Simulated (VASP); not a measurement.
# TiPt3 (Pm-3m) in VASP: further runs

The runs below take TiPt3 through relaxation of cell and atoms, single point, with PBEsol.

Everything below comes from runs of VASP 6.6.1. Logs are shortened: lines on timing, memory, paths and dates and some standing lists are left out, and cuts for length are marked.

### Step 1. The cell of the first run

The structure is cubic, space group Pm-3m (No. 221). Conventional cell: a = 3.862 Å, b = 3.862 Å, c = 3.862 Å, α = 90.00°, β = 90.00°, γ = 90.00°. Within 3.6 Å of Ti (site symmetry m-3m) lie 12 Pt at 2.73 Å. Within 3.6 Å of Pt (site symmetry 4/mmm) lie 4 Ti at 2.73 Å and 8 Pt at 2.73 Å.

### Step 2. Relaxation of cell and atoms, PBEsol, target pressure 8 GPa, at which the enthalpy is minimised

INCAR

```
SYSTEM = TiPt3
PREC = Accurate
ENCUT = 600
EDIFF = 1E-6
ISMEAR = 0
SIGMA = 0.1
LREAL = .False.
LASPH = .True.
NELM = 100
ALGO = Fast
ISIF = 3
LWAVE = .False.
LCHARG = .False.
GGA = PS
IBRION = 2
NSW = 70
EDIFFG = -0.008
PSTRESS = 80.0
```

KPOINTS

```
regular mesh
0
Gamma
  12 12 12
  0 0 0
```

POSCAR

```
TiPt3
1.0
    3.8623416863      0.0000000000      0.0000000000
    0.0000000000      3.8623416863      0.0000000000
    0.0000000000      0.0000000000      3.8623416863
Ti Pt
1 3
Direct
    0.0000000000      0.0000000000      0.0000000000
    0.0000000000      0.5000000000      0.5000000000
    0.5000000000      0.0000000000      0.5000000000
    0.5000000000      0.5000000000      0.0000000000
```

Potentials or basis: VASP PAW PBE potentials, release 64 (Ti_sv, Pt).

Command:

```console
$ cat potpaw_PBE.64/Ti_sv/POTCAR potpaw_PBE.64/Pt/POTCAR > POTCAR
$ mpirun -np 1 vasp_std > vasp.out
```

OUTCAR:

```text
SYSTEM = TiPt3
   PREC = Accurate
   ENCUT = 600
   EDIFF = 1E-6
   ISMEAR = 0
   LREAL = .False.
   LASPH = .True.
   NELM = 100
   ISIF = 3
   GGA = PS
   IBRION = 2
   NSW = 70
   EDIFFG = -0.008
   PSTRESS = 80.0

 ion  position               nearest neighbor table
   1  0.000  0.000  0.000-   2 2.73   3 2.73   4 2.73   2 2.73   3 2.73   2 2.73   4 2.73   2 2.73
                             3 2.73   4 2.73   3 2.73   4 2.73
   2  0.000  0.500  0.500-   1 2.73   3 2.73   4 2.73   1 2.73   4 2.73   1 2.73   3 2.73   1 2.73
                             3 2.73   4 2.73   4 2.73   3 2.73
   3  0.500  0.000  0.500-   1 2.73   2 2.73   4 2.73   1 2.73   4 2.73   2 2.73   4 2.73   4 2.73
                             1 2.73   2 2.73   1 2.73   2 2.73
   4  0.500  0.500  0.000-   1 2.73   2 2.73   3 2.73   2 2.73   3 2.73   1 2.73   3 2.73   3 2.73
                             1 2.73   2 2.73   2 2.73   1 2.73

  LATTYP: Found a simple cubic cell.
 ALAT       =     3.8623416863

  Lattice vectors:

 A1 = (   3.8623416863,   0.0000000000,   0.0000000000)
 A2 = (   0.0000000000,   3.8623416863,   0.0000000000)
 A3 = (   0.0000000000,   0.0000000000,   3.8623416863)

Analysis of symmetry for initial positions (statically):
=====================================================================
 Subroutine PRICEL returns:
 Original cell was already a primitive cell.

 Routine SETGRP: Setting up the symmetry group for a
 simple cubic supercell.

 Subroutine GETGRP returns: Found 48 space group operations
 (whereof 48 operations were pure point group operations)
 out of a pool of 48 trial point group operations.

The static configuration has the point symmetry O_h .

Analysis of symmetry for dynamics (positions and initial velocities):
=====================================================================
 Subroutine PRICEL returns:
 Original cell was already a primitive cell.

 Routine SETGRP: Setting up the symmetry group for a
 simple cubic supercell.

 Subroutine GETGRP returns: Found 48 space group operations
 (whereof 48 operations were pure point group operations)
 out of a pool of 48 trial point group operations.

The dynamic configuration has the point symmetry O_h .

 Subroutine INISYM returns: Found 48 space group operations
 (whereof 48 operations are pure point group operations),
 and found     1 'primitive' translations

----------------------------------------------------------------------------------------

                                     Primitive cell

  volume of cell :      57.6172

  direct lattice vectors                    reciprocal lattice vectors
     3.862341686  0.000000000  0.000000000     0.258910288  0.000000000  0.000000000
     0.000000000  3.862341686  0.000000000     0.000000000  0.258910288  0.000000000
     0.000000000  0.000000000  3.862341686     0.000000000  0.000000000  0.258910288

  length of vectors
     3.862341686  3.862341686  3.862341686     0.258910288  0.258910288  0.258910288

  position of ions in fractional coordinates (direct lattice)
     0.000000000  0.000000000  0.000000000
     0.000000000  0.500000000  0.500000000
     0.500000000  0.000000000  0.500000000
     0.500000000  0.500000000  0.000000000

  ion indices of the primitive-cell ions
   primitive index   ion index
                 1           1
                 2           2
                 3           3
                 4           4

----------------------------------------------------------------------------------------

 KPOINTS: regular mesh

Automatic generation of k-mesh.
 Grid dimensions read from file:
 generate k-points for:   12   12   12

 Generating k-lattice:

  Cartesian coordinates                     Fractional coordinates (reciprocal lattice)
     0.021575857  0.000000000  0.000000000     0.083333333  0.000000000  0.000000000
     0.000000000  0.021575857  0.000000000     0.000000000  0.083333333  0.000000000
     0.000000000  0.000000000  0.021575857     0.000000000  0.000000000  0.083333333

  Length of vectors
     0.021575857  0.021575857  0.021575857

  Shift w.r.t. Gamma in fractional coordinates (k-lattice)
     0.000000000  0.000000000  0.000000000

 Subroutine IBZKPT returns following result:
 ===========================================

 Found     84 irreducible k-points:

 Following reciprocal coordinates:
            Coordinates               Weight
  0.000000  0.000000  0.000000      1.000000
  0.083333  0.000000  0.000000      6.000000
  0.166667  0.000000  0.000000      6.000000
  0.250000  0.000000  0.000000      6.000000
  0.333333  0.000000  0.000000      6.000000
  0.416667  0.000000  0.000000      6.000000
[... 16 lines left out ...]
  0.333333  0.333333  0.000000     12.000000
  0.416667  0.333333  0.000000     24.000000
 [... further k-points ...]
   k-points           NKPTS =     84   k-points in BZ     NKDIM =     84   number of bands    NBANDS=     25
   number of dos      NEDOS =    301   number of ions     NIONS =      4
   total plane-waves  NPLWV =  32768
   dimension x,y,z NGX =    32 NGY =   32 NGZ =   32
   dimension x,y,z NGXF=    64 NGYF=   64 NGZF=   64
   ions per type =               1   3
   NGX,Y,Z   is equivalent  to a cutoff of  13.77, 13.77, 13.77 a.u.
   NGXF,Y,Z  is equivalent  to a cutoff of  27.55, 27.55, 27.55 a.u.
 SYSTEM =  TiPt3
   PREC   = accura    normal or accurate (medium, high low for compatibility)
   ISTART =      0    job   : 0-new  1-cont  2-samecut
   ICHARG =      2    charge: 1-file 2-atom 10-const
   ISPIN  =      1    spin polarized calculation?
   LNONCOLLINEAR =      F non collinear calculations
   LSORBIT =      F    spin-orbit coupling
   LASPH  =      T    aspherical Exc in radial PAW
   ENCUT  =  600.0 eV  44.10 Ry    6.64 a.u.   7.71  7.71  7.71*2*pi/ulx,y,z
   NELM   =    100;   NELMIN=  2; NELMDL= -5     # of ELM steps
   EDIFF  = 0.1E-05   stopping-criterion for ELM
   LREAL  =      F    real-space projection
   EDIFFG = -.8E-02   stopping-criterion for IOM
   NSW    =     70    number of steps for IOM
   IBRION =      2    ionic relax: 0-MD 1-quasi-New 2-CG
   NFREE  =      1    steps in history (QN), initial steepest desc. (CG)
   ISIF   =      3    stress and relaxation
   ISYM   =      2    0-nonsym 1-usesym 2-fastsym
   POTIM  = 0.5000    time-step for ionic-motion
   TEBEG  =    0.0;   TEEND  =   0.0 temperature during run
   PSTRESS=   80.0 pullay stress
   NELECT =      42.0000    total number of electrons
   NUPDOWN=      -1.0000    fix difference up-down
   EMIN   =  10.00;   EMAX   =-10.00  energy-range for DOS
   EFERMI =   0.00;   METHOD = LEGACY
   ISMEAR =     0;   SIGMA  =   0.10  broadening in eV -4-tet -1-fermi 0-gaus
   EFERMI_NEDOS =   21; number of points for ismear=-14 and -15
   IALGO  =     68    algorithm
   IMIX   =      4    mixing-type and parameters
     AMIX     =   0.40;   BMIX     =  1.00
     AMIX_MAG =   1.60;   BMIX_MAG =  1.00
  volume/ion in A,a.u.               =      14.40        97.20
  Fermi-wavevector in a.u.,A,eV,Ry     =   1.473354  2.784236 29.535164  2.170773
  Thomas-Fermi vector in A             =   2.588258
   LORBIT       =      0    0 simple, 1 ext, 2 COOP (PROOUT), +10 PAW based schemes
   GGA     = PS    functional components
   LHFCALC =     F    Hartree Fock is set to
   AEXX    =    0.0000 exact exchange contribution
   IVDW    =     0    specifies the selected vdW correction
   LEPSILON=     F    determine dielectric tensor
   LRPA    =     F    only Hartree local field effects (RPA)
 conjugate gradient relaxation of ions
 non-spin polarized calculation
 RMM-DIIS sequential band-by-band and
 Gauss-broadening in eV      SIGMA  =   0.10
  energy-cutoff  :      600.00
  volume of cell :       57.62
 maximum number of plane-waves:      1956
 NGX is ok and might be reduce to    32
   NGX = 15   NGY = 15   NGZ = 15

 number of electron      42.0000008 magnetization

 Free energy of the ion-electron system (eV)
  ---------------------------------------------------
  ext. energy  EPLUGINS =         0.00000000
  ---------------------------------------------------
  free energy    TOTEN  =       -32.72185462 eV

  energy without entropy =      -32.71715988  energy(sigma->0) =      -32.71950725

 E-fermi :  12.1786     XC(G=0): -13.5791

 val. band max:       12.1599537338   @ k =   0.4167   0.0833   0.0833
 cond. band min:      12.1911531873   @ k =   0.4167   0.0833   0.0000
 fundamental gap:      0.0311994535
 Fermi energy:        12.1786046028

 k-point     1 :       0.0000    0.0000    0.0000
  band No.  band energies     occupation
      1     -45.7260      2.00000
      2     -22.0566      2.00000
      3     -22.0566      2.00000
      4     -22.0566      2.00000
      5       1.6404      2.00000
      6       4.4514      2.00000
[... 17 lines left out ...]
     24      13.7281      0.00000
     25      13.7281      0.00000

 k-point     2 :       0.0833    0.0000    0.0000
  band No.  band energies     occupation
      1     -45.7259      2.00000
      2     -22.0589      2.00000
      3     -22.0570      2.00000
      4     -22.0570      2.00000
      5       1.7357      2.00000
      6       4.5131      2.00000
[... 17 lines left out ...]
     24      13.6064      0.00000
     25      13.7419      0.00000

 k-point     3 :       0.1667    0.0000    0.0000
  band No.  band energies     occupation
      1     -45.7255      2.00000
      2     -22.0652      2.00000
      3     -22.0580      2.00000
      4     -22.0580      2.00000
      5       2.0159      2.00000
      6       4.6891      2.00000
[... 552 lines left out ...]
 k-point    23 :       0.3333    0.3333    0.0000
  band No.  band energies     occupation
      1     -45.7234      2.00000
      2     -22.0807      2.00000
      3     -22.0752      2.00000
      4     -22.0647      2.00000
      5       4.1613      2.00000
      6       5.9624      2.00000
[... 17 lines left out ...]
     24      12.8209      0.00000
     25      13.5205      0.00000

 k-point    24 :       0.4167    0.3333    0.0000
  band No.  band energies     occupation
      1     -45.7231      2.00000
      2     -22.0825      2.00000
      3     -22.0765      2.00000
      4     -22.0657      2.00000
      5       4.6661      2.00000
      6       5.8081      2.00000
[... 17 lines left out ...]
     24      13.0029      0.00000
     25      13.2476      0.00000

 [... further k-points ...]

------------------------ aborting loop because EDIFF is reached ----------------------------------------

  FORCE on cell =-STRESS in cart. coord.  units (eV):
  Direction    XX          YY          ZZ          XY          YZ          ZX
  --------------------------------------------------------------------------------------
  -------------------------------------------------------------------------------------
  Total        2.8672255      2.8672255      2.8672255      0.0000000      0.0000000      0.0000000
  in kB       79.7297407     79.7297407     79.7297407      0.0000000      0.0000000      0.0000000
  external PRESSURE =      -0.2702593 kB  Pullay stress =      80.0000000 kB

 VOLUME and BASIS-vectors are now :
 -----------------------------------------------------------------------------
  energy-cutoff  :      600.00
  volume of cell :       57.62
      direct lattice vectors                 reciprocal lattice vectors
     3.862341686  0.000000000  0.000000000     0.258910288  0.000000000  0.000000000
     0.000000000  3.862341686  0.000000000     0.000000000  0.258910288  0.000000000
     0.000000000  0.000000000  3.862341686     0.000000000  0.000000000  0.258910288

 POSITION                                       TOTAL-FORCE (eV/Angst)
 -----------------------------------------------------------------------------------
      0.00000      0.00000      0.00000         0.000000      0.000000      0.000000
      0.00000      1.93117      1.93117         0.000000      0.000000      0.000000
      1.93117      0.00000      1.93117         0.000000      0.000000      0.000000
      1.93117      1.93117      0.00000         0.000000      0.000000      0.000000
 -----------------------------------------------------------------------------------
    total drift:                                0.000000     -0.000000     -0.000000

  FREE ENERGIE OF THE ION-ELECTRON SYSTEM (eV)
  ---------------------------------------------------
  free  energy   TOTEN  =       -32.7218546203 eV

  energy  without entropy=      -32.7171598799  energy(sigma->0) =      -32.71950725

  enthalpy is  TOTEN    =       -29.8449101522 eV   P V=        2.8769444680

 reached required accuracy - stopping structural energy minimisation
```

Run time: 91 s. Hardware: 1 thread of Intel Xeon 6975P-C (Granite Rapids), shared host; peak memory 0.28 GiB.

What came out:

* Free energy: -32.7219 eV
* Pressure after relaxing: 8.0 GPa
* Band gap on the k mesh: zero (bands 21 and 22 overlap by 1.90 eV)

Final structure:
```xyz
4
Lattice="3.8623 0.0000 0.0000 0.0000 3.8623 0.0000 0.0000 0.0000 3.8623" Properties=species:S:1:pos:R:3 pbc="T T T"
Ti    0.0000    0.0000    0.0000
Pt    0.0000    1.9312    1.9312
Pt    1.9312    0.0000    1.9312
Pt    1.9312    1.9312    0.0000
```

Caveat: the relaxation stopped at its first step, so nothing moved; the cell is relaxed towards a set pressure, so the run minimises the enthalpy, not the energy; the PAW data sets were made with another functional, which shifts forces and pressure a little; spin-orbit coupling is left out, which moves the levels of the heavy elements.

(Continued in part 2 of 2.)

The gap in the log of VASP goes by the Fermi energy; the results here count the filled bands.